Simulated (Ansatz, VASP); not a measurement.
# Two plane-wave programs on Mg2Si

The input INCAR:

```
PREC     = Accurate       # precision mode
ENCUT    = 520            # plane-wave cutoff, eV
EDIFF    = 1E-8           # SCF threshold, eV
ISMEAR   = -1             # smearing method
SIGMA    = 0.05           # smearing width, eV
LREAL    = F              # projectors in reciprocal space
LASPH    = T              # aspherical terms in the spheres
NELM     = 120            # most SCF steps
ALGO     = Normal         # electronic algorithm
ISIF     = 2              # what is computed and relaxed
LWAVE    = F              # write WAVECAR
LCHARG   = F              # write CHGCAR
GGA      = PE             # functional
LEFG     = T            
NBANDS   = 11             # bands
GGA_COMPAT= F
```

The input KPOINTS:

```
Automatic mesh
0
Gamma
  11 11 11
```

POSCAR

```
Mg2Si
1.0
    0.0000000000      3.1950000000      3.1950000000
    3.1950000000      0.0000000000      3.1950000000
    3.1950000000      3.1950000000      0.0000000000
Mg Si
2 1
Direct
    0.2500000000      0.2500000000      0.2500000000
    0.7500000000      0.7500000000      0.7500000000
    0.0000000000      0.0000000000      0.0000000000
```

Input for Ansatz:

```yaml
crystal:
  lattice:
    - [0.0, 3.195, 3.195]
    - [3.195, 0.0, 3.195]
    - [3.195, 3.195, 0.0]
  atoms:
    - { symbol: Mg, position: [0.25, 0.25, 0.25] }
    - { symbol: Mg, position: [0.75, 0.75, 0.75] }
    - { symbol: Si, position: [0.0, 0.0, 0.0] }
kpoints:
  mp_grid: { grid: [11, 11, 11] }
  band_path:
    path:
      - [0.0, 0.0, 0.0]
      - [0.5, 0.0, 0.5]
      - [0.625, 0.25, 0.625]
      - [0.375, 0.375, 0.75]
      - [0.0, 0.0, 0.0]
      - [0.5, 0.5, 0.5]
      - [0.5, 0.25, 0.75]
      - [0.5, 0.0, 0.5]
    npoints: 8
scf:
  occupations: { method: fermi_dirac, width: 0.05 }
hamiltonian:
  xc: pbe
  pseudopotentials: { kind: paw }
output:
  forces: true
  stress: true
  eigenvalues: true
  efg: { contact_densities: true }
  populations: true
  bader: true
  dos: { projected: true, de: 0.2, e_range: [-14, 8] }
```

Alike in both runs: task electric field gradients; functional PBE; k mesh 11 × 11 × 11; occupations fermi-dirac, width 0.05 eV; no spin polarisation.

|  | VASP | Ansatz |
| --- | --- | --- |
| version | VASP 6.6.1 | Ansatz 0.2.0 |
| potentials or method | VASP PAW PBE potentials, release 64 (Mg, Si) | PAW with Ansatz's default frozen-core files, scalar-relativistic |
| plane-wave cutoff (eV) | 520 | 420 |
| valence electrons in the cell | 8 | 24 |

Ansatz gave:

| Item | Value |
| --- | --- |
| pressure (GPa) | -0.6 |

Problem. What did VASP give for the same quantities?

Solution. Pressure (GPa): -0.8.

With one functional, cell and mesh, what is left measures potentials, basis and numerics. VASP's potentials hold 8 valence electrons a cell and Ansatz's 24, so a difference there can come from the potentials and not from the codes.
